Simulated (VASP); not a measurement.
# LiH (Fm-3m) in VASP: a series of runs, part 2 of 2

VASP 6.6.1. Earlier steps stand in the parts before.

### 3 Single point, r2SCAN

This run uses another cell than the first one, of 7.63 Å³/atom, 1.044 times its volume.

File POSCAR:

```
LiH
1.0
    1.9687953331      1.9687953331      0.0000000000
   -1.9687953331      1.9687953331      0.0000000000
    0.0000000000      1.9687953331      1.9687953331
Li H
1 1
Direct
    0.0000000000      0.0000000000      0.0000000000
    0.5000000000      0.5000000000      0.0000000000
```

File INCAR.step1:

```
PREC     = Accurate       # precision mode
ENCUT    = 520            # plane-wave cutoff, eV
ISMEAR   = 0              # smearing method
SIGMA    = 0.01           # smearing width, eV
LREAL    = F              # projectors in reciprocal space
LASPH    = T              # aspherical terms in the spheres
NELM     = 60             # most SCF steps
NBANDS   = 9              # bands
GGA      = PE             # functional
ALGO     = Normal         # electronic algorithm
EDIFF    = 1E-4           # SCF threshold, eV
LWAVE    = T              # write WAVECAR
LCHARG   = F              # write CHGCAR
```

File INCAR.step2:

```
PREC     = Accurate       # precision mode
ENCUT    = 520            # plane-wave cutoff, eV
EDIFF    = 1E-7           # SCF threshold, eV
ISMEAR   = 0              # smearing method
SIGMA    = 0.01           # smearing width, eV
LREAL    = F              # projectors in reciprocal space
LASPH    = T              # aspherical terms in the spheres
NELM     = 60             # most SCF steps
ALGO     = Normal         # electronic algorithm
ISIF     = 2              # what is computed and relaxed
LWAVE    = F              # write WAVECAR
LCHARG   = T              # write CHGCAR
METAGGA  = R2SCAN         # meta-GGA
LMIXTAU  = T            
LELF     = T              # ELF
LVHAR    = T            
NBANDS   = 9              # bands
ISTART   = 1
```

File KPOINTS:

```
regular mesh
0
Gamma
  10 10 10
```

Potentials or basis: VASP PAW PBE potentials, release 64 (Li_sv, H).

Run with:

```console
> cat potpaw_PBE.64/Li_sv/POTCAR potpaw_PBE.64/H/POTCAR > POTCAR
> cp INCAR.step1 INCAR
> mpirun -np 1 vasp_std > vasp.out
> cp INCAR.step2 INCAR
> mpirun -np 1 vasp_std > vasp.out
```

OUTCAR:

```text
PREC = Accurate
   ENCUT = 520
   EDIFF = 1E-7
   ISMEAR = 0
   LREAL = F
   LASPH = T
   NELM = 60
   ISIF = 2
   METAGGA = R2SCAN
   ISTART = 1

 ion  position               nearest neighbor table
   1  0.000  0.000  0.000-
   2  0.500  0.500  0.000-

  LATTYP: Found a face centered cubic cell.
 ALAT       =     3.9375906662

  Lattice vectors:

 A1 = (   0.0000000000,   1.9687953331,   1.9687953331)
 A2 = (   1.9687953331,   0.0000000000,   1.9687953331)
 A3 = (   1.9687953331,   1.9687953331,   0.0000000000)

Analysis of symmetry for initial positions (statically):
=====================================================================
 Subroutine PRICEL returns:
 Original cell was already a primitive cell.

 Routine SETGRP: Setting up the symmetry group for a
 face centered cubic supercell.

 Subroutine GETGRP returns: Found 48 space group operations
 (whereof 48 operations were pure point group operations)
 out of a pool of 48 trial point group operations.

The static configuration has the point symmetry O_h .

Analysis of symmetry for dynamics (positions and initial velocities):
=====================================================================
 Subroutine PRICEL returns:
 Original cell was already a primitive cell.

 Routine SETGRP: Setting up the symmetry group for a
 face centered cubic supercell.

 Subroutine GETGRP returns: Found 48 space group operations
 (whereof 48 operations were pure point group operations)
 out of a pool of 48 trial point group operations.

The dynamic configuration has the point symmetry O_h .

 Subroutine INISYM returns: Found 48 space group operations
 (whereof 48 operations are pure point group operations),
 and found     1 'primitive' translations

----------------------------------------------------------------------------------------

                                     Primitive cell

  volume of cell :      15.2627

[... 106 lines left out ...]
   IMIX   =      4    mixing-type and parameters
     AMIX     =   0.40;   BMIX     =  1.00
     AMIX_MAG =   1.60;   BMIX_MAG =  1.00
  volume/ion in A,a.u.               =       7.63        51.50
  Fermi-wavevector in a.u.,A,eV,Ry     =   1.047653  1.979778 14.933448  1.097577
  Thomas-Fermi vector in A             =   2.182542
   LORBIT       =      0    0 simple, 1 ext, 2 COOP (PROOUT), +10 PAW based schemes
   METAGGA = R2SCAN    functional components
   LHFCALC =     F    Hartree Fock is set to
   AEXX    =    0.0000 exact exchange contribution
   IVDW    =     0    specifies the selected vdW correction
   LEPSILON=     F    determine dielectric tensor
   LRPA    =     F    only Hartree local field effects (RPA)
 non-spin polarized calculation
 Gauss-broadening in eV      SIGMA  =   0.01
  energy-cutoff  :      520.00
  volume of cell :       15.26
 maximum number of plane-waves:       424
 NGX is ok and might be reduce to    24
   NGX = 11   NGY = 11   NGZ = 11

 number of electron       4.0000000 magnetization

 Free energy of the ion-electron system (eV)
  ---------------------------------------------------
  ext. energy  EPLUGINS =         0.00000000
  ---------------------------------------------------
  free energy    TOTEN  =        -6.81315270 eV

  energy without entropy =       -6.81315270  energy(sigma->0) =       -6.81315270

 E-fermi :   0.3427     XC(G=0):  -9.0141

 val. band max:        0.0644375130   @ k =   0.5000   0.5000   0.0000
 cond. band min:       3.6116547240   @ k =   0.5000   0.5000   0.0000
 fundamental gap:      3.5472172109
 Fermi energy:         0.3426820878

 k-point     1 :       0.0000    0.0000    0.0000
  band No.  band energies     occupation
      1     -45.6119      2.00000
      2      -5.5930      2.00000
      3      18.4301      0.00000
      4      20.0462      0.00000
      5      20.0467      0.00000
      6      20.0472      0.00000
      7      24.5655      0.00000
      8      24.5657      0.00000
      9      24.5660      0.00000
[... 265 lines left out ...]
 k-point    24 :       0.4000    0.3000    0.0000
  band No.  band energies     occupation
      1     -45.5440      2.00000
      2      -1.0188      2.00000
      3       5.5227      0.00000
      4       8.7065      0.00000
      5      13.9785      0.00000
      6      18.4032      0.00000
      7      25.4401      0.00000
      8      29.3865      0.00000
      9      32.9226      0.00000

 [... further k-points ...]
[... 5 lines left out ...]
  --------------------------------------------------------------------------------------
  -------------------------------------------------------------------------------------
  Total        0.1631466      0.1631466      0.1631466      0.0000000      0.0000000     -0.0000000
  in kB       17.1260400     17.1260400     17.1260400      0.0000000      0.0000000     -0.0000000
  external PRESSURE =      17.1260400 kB  Pullay stress =       0.0000000 kB

 VOLUME and BASIS-vectors are now :
 -----------------------------------------------------------------------------
  energy-cutoff  :      520.00
  volume of cell :       15.26
      direct lattice vectors                 reciprocal lattice vectors
     1.968795333  1.968795333  0.000000000     0.253962406  0.253962406 -0.253962406
    -1.968795333  1.968795333  0.000000000    -0.253962406  0.253962406 -0.253962406
     0.000000000  1.968795333  1.968795333     0.000000000  0.000000000  0.507924812

 POSITION                                       TOTAL-FORCE (eV/Angst)
 -----------------------------------------------------------------------------------
      0.00000      0.00000      0.00000         0.000000     -0.000000      0.000000
      0.00000      1.96880      0.00000        -0.000000      0.000000      0.000000
 -----------------------------------------------------------------------------------
    total drift:                                0.000000     -0.000000     -0.000000

  FREE ENERGIE OF THE ION-ELECTRON SYSTEM (eV)
  ---------------------------------------------------
  free  energy   TOTEN  =        -6.8131527030 eV

  energy  without entropy=       -6.8131527030  energy(sigma->0) =       -6.81315270
```

OUTCAR.step1:

```text
PREC = Accurate
   ENCUT = 520
   ISMEAR = 0
   LREAL = F
   LASPH = T
[... 509 lines left out ...]
 -----------------------------------------------------------------------------------
      0.00000      0.00000      0.00000         0.000000      0.000000      0.000000
      0.00000      1.96880      0.00000        -0.000000     -0.000000      0.000000
 -----------------------------------------------------------------------------------
    total drift:                                0.000000     -0.000000     -0.000000

  FREE ENERGIE OF THE ION-ELECTRON SYSTEM (eV)
  ---------------------------------------------------
  free  energy   TOTEN  =        -6.1219388183 eV

  energy  without entropy=       -6.1219388183  energy(sigma->0) =       -6.12193882
```

OSZICAR.step1:

```text
N       E                     dE             d eps       ncg     rms          rms(c)
DAV:   1    -0.131712850553E+01   -0.13171E+01   -0.14289E+03   854   0.413E+02
DAV:   2    -0.630145794439E+01   -0.49843E+01   -0.49619E+01  1192   0.591E+01
DAV:   3    -0.636745623111E+01   -0.65998E-01   -0.65979E-01  1061   0.563E+00
DAV:   4    -0.636781119315E+01   -0.35496E-03   -0.35479E-03  1138   0.306E-01
DAV:   5    -0.636781200798E+01   -0.81483E-06   -0.81484E-06  1035   0.134E-02    0.291E+00
DAV:   6    -0.618357092043E+01    0.18424E+00   -0.14485E-01   961   0.120E+00    0.147E+00
DAV:   7    -0.612031955123E+01    0.63251E-01   -0.19180E-01   979   0.156E+00    0.222E-01
DAV:   8    -0.612203095057E+01   -0.17114E-02   -0.40836E-03  1014   0.421E-01    0.430E-02
DAV:   9    -0.612193881829E+01    0.92132E-04   -0.14833E-04  1063   0.497E-02
   1 F= -.61219388E+01 E0= -.61219388E+01  d E =-.184620E-13
```

Wall time 1.9 min (1 thread of AMD EPYC 7R13, shared host); peak memory 0.11 GiB.

What came out:

```yaml
Free_energy: -6.8132 eV
Band_gap_on_the_k_mesh: 3.55 eV, direct
```

Caveat: the cutoff is under 1.25 times the usual one of these potentials, so pressure, stress and relaxed cells hold a basis-set (Pulay) error; the PAW data sets were made with another functional, which shifts forces and pressure a little. r2SCAN opens gaps a little over a GGA but as a rule still falls short of measured ones.
